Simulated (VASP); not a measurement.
Runs of VASP 6.6.1 on KTaO3. The structure is that of space group Pm-3m (No. 221), or close to it. The cells are those of the table. 

```tsv
task	level	potentials or basis	spin	U	cell	cutoff (eV)	gap on the mesh (eV)	pressure (GPa)	relaxed volume (Å³/atom)
single point	r2SCAN+U	VASP PAW PBE potentials, release 64 (Ta_pv, K_sv, O)	off	Ta d U = 1.0 eV	a = 3.992 Å, 5 atoms	520	2.79	1.6	-
single point	r2SCAN+U	VASP PAW PBE potentials, release 64 (Ta_pv, K_sv, O)	off	Ta d U = 8.0 eV	a = 4.010 Å, 5 atoms	520	3.91	6.2	-
single point	r2SCAN	VASP PAW PBE potentials, release 64 (Ta_pv, K_sv, O)	off	-	a = 3.988 Å, 5 atoms	520	2.66	1.2	-
single point	r2SCAN+U	VASP PAW PBE potentials, release 64 (Ta_pv, K_sv, O)	off	Ta d U = 2.0 eV	a = 3.994 Å, 5 atoms	520	2.94	2.3	-
single point	r2SCAN+U	VASP PAW PBE potentials, release 64 (Ta_pv, K_sv, O)	off	Ta d U = 4.0 eV	a = 3.998 Å, 5 atoms	520	3.24	(c)	-
single point	r2SCAN+U	VASP PAW PBE potentials, release 64 (Ta_pv, K_sv, O)	off	Ta d U = 5.0 eV	a = 4.001 Å, 5 atoms	520	3.40	4.3	-
single point	r2SCAN	VASP PAW PBE potentials, release 64 (Ta_pv, K_sv, O)	off	-	a = 3.990 Å, 5 atoms	520	2.66	(a)	-
single point	r2SCAN	VASP PAW PBE potentials, release 64 (Ta_pv, K_sv, O)	non-collinear, zero start, SOC	-	a = 3.988 Å, 5 atoms	520	-	1.4	-
single point	r2SCAN+U	VASP PAW PBE potentials, release 64 (Ta_pv, K_sv, O)	off	Ta d U = 6.0 eV	a = 4.003 Å, 5 atoms	520	3.57	5.0	-
relaxation of cell and atoms	r2SCAN	VASP PAW PBE potentials, release 64 (Ta_pv, K_sv, O)	off	-	relaxed from a = 3.988 Å, 5 atoms	600	2.65	0.0	(b)
single point	r2SCAN+U	VASP PAW PBE potentials, release 64 (Ta_pv, K_sv, O)	off	Ta d U = 3.0 eV	a = 3.996 Å, 5 atoms	520	3.09	3.0	-
relaxation of cell and atoms	BLYP+D4	VASP PAW PBE potentials, release 64 (Ta_sv_GW, K_sv, O)	off	-	relaxed from a = 3.988 Å, 5 atoms	700	2.22	-0.1	13.13
```

Alike in all rows: k mesh 7 × 7 × 7; smearing fermi-dirac 0.05 eV.

Problem. Estimate the missing entries.

Solution. (a) 0.9; (b) 12.75; (c) 3.7.

Caveats: the PAW data sets were made with another functional, which shifts forces and pressure a little; spin-orbit coupling is left out, which moves the levels of the heavy elements (at least some runs); an odd mesh through Γ misses points on the zone boundary, where band edges can lie (at least some runs); the cell stands under pressure (at least some runs).

A k mesh can miss the band edges, and rows without SOC leave out spin-orbit coupling on Ta.

The runs don't all hold the same shells in valence.
